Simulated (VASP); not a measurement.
A run of VASP 6.6.1 is set up as follows.

File INCAR:

```
PREC     = Accurate       # precision mode
ENCUT    = 520            # plane-wave cutoff, eV
EDIFF    = 1E-6           # SCF threshold, eV
ISMEAR   = 0              # smearing method
SIGMA    = 0.05           # smearing width, eV
LREAL    = F              # projectors in reciprocal space
LASPH    = T              # aspherical terms in the spheres
NELM     = 80             # most SCF steps
ALGO     = Normal         # electronic algorithm
ISIF     = 2              # what is computed and relaxed
LWAVE    = F              # write WAVECAR
LCHARG   = F              # write CHGCAR
GGA      = PE             # functional
NBANDS   = 44             # bands
```

KPOINTS

```
regular mesh
0
Gamma
  4 4 4
```

Contents of POSCAR:

```
CO2
1.0
    6.1347862217      0.0000000000      0.0000000000
    0.0000000000      6.1347862217      0.0000000000
    0.0000000000      0.0000000000      6.2844750055
C O
4 8
Direct
    0.0000000000      0.0000000000      0.0000000000
    0.5000000000      0.0000000000      0.5000000000
    0.5000000000      0.5000000000      0.0000000000
    0.0000000000      0.5000000000      0.5000000000
    0.1114834447      0.1114834447      0.1114834447
    0.3885165553      0.8885165553      0.6114834447
    0.6114834447      0.3885165553      0.8885165553
    0.8885165553      0.6114834447      0.3885165553
    0.8885165553      0.8885165553      0.8885165553
    0.6114834447      0.1114834447      0.3885165553
    0.3885165553      0.6114834447      0.1114834447
    0.1114834447      0.3885165553      0.6114834447
```

Potentials or basis: VASP PAW PBE potentials, release 64 (C, O).

The run is started by

```console
$ cat potpaw_PBE.64/C/POTCAR potpaw_PBE.64/O/POTCAR > POTCAR
$ mpirun -np 1 vasp_std > vasp.out
```

(1) Predict the band gap on the k mesh.

(2) Estimate the pressure.

(3) What does it give for the largest force?

Results:

(1) 6.41 eV, direct.

(2) -4.1 GPa.

(3) 1.757 eV/Å.

Caveat: forces of over 1 eV/Å act on the atoms, so gaps and moduli don't describe the material at rest.
